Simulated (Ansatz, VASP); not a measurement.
One calculation of CdBi3O, two programs

```
CELL_PARAMETERS angstrom
5.02233 0.00000 0.00000
0.00000 5.02233 0.00000
0.00000 0.00000 5.02233
ATOMIC_POSITIONS crystal
Cd 0.00000 0.00000 0.00000
Bi 0.00000 0.50000 0.50000
Bi 0.50000 0.00000 0.50000
Bi 0.50000 0.50000 0.00000
O 0.50000 0.50000 0.50000
```

Alike in both runs: functional PBE; k mesh 8 × 8 × 8; occupations gaussian, width 0.1 eV; no spin polarisation.

Ansatz relaxed the structure, and its values are those at the end. VASP's run is a single point on that final structure, the one shown.

|  | VASP | Ansatz |
| --- | --- | --- |
| version | VASP 6.6.1 | Ansatz 0.2.0 |
| potentials or method | VASP PAW PBE potentials, release 64 (Cd, Bi_d, O), cutoff 600 eV | scalar-relativistic, plane waves, PAW |
| valence electrons in the cell | 63 | 71 |

```csv
,VASP,Ansatz,Ansatz less VASP
gap on the k mesh at the Fermi level (eV),none,none,-
pressure (GPa),0.0,0.0,0.00
```

A gap of «none» marks a metal or a gap that the smearing closes. VASP's potentials hold 63 valence electrons a cell and Ansatz's 71, so a difference there can come from the potentials and not from the codes.

Spin-orbit coupling is off throughout.
